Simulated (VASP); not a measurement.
Here is a VASP 6.6.1 calculation.

File INCAR:

```
ALGO = Normal
EDIFF = 1E-7
ENCUT = 520
GGA = PS
ISIF = 2
ISMEAR = 0
LASPH = True
LCHARG = True
LELF = True
LREAL = False
LVHAR = True
LWAVE = False
NBANDS = 31
NELM = 80
PREC = Accurate
SIGMA = 0.02
```

The input KPOINTS:

```
k-points
0
Gamma
  6 6 6
```

Contents of POSCAR:

```
Al3GaN4
1.0
    4.3395427702      0.0000000000      0.0000000000
    0.0000000000      4.3395427702      0.0000000000
    0.0000000000      0.0000000000      4.3395427702
Al Ga N
3 1 4
Direct
    0.5000000000      0.5000000000      0.0000000000
    0.5000000000      0.0000000000      0.5000000000
    0.0000000000      0.5000000000      0.5000000000
    0.0000000000      0.0000000000      0.0000000000
    0.7446632026      0.7446632026      0.2553367974
    0.7446632026      0.2553367974      0.7446632026
    0.2553367974      0.7446632026      0.7446632026
    0.2553367974      0.2553367974      0.2553367974
```

Potentials or basis: VASP PAW PBE potentials, release 64 (Al, Ga_d, N).

Launch:

```bash
$ cat potpaw_PBE.64/Al/POTCAR potpaw_PBE.64/Ga_d/POTCAR potpaw_PBE.64/N/POTCAR > POTCAR
$ mpirun -np 1 vasp_std > vasp.out
```

(1) Predict the pressure.

(2) What does it give for the band gap on the k mesh?

Results:

(1) 10.0 GPa.

(2) 3.35 eV.

Caveat: the cell stands under pressure; the PAW data sets were made with another functional, which shifts forces and pressure a little.
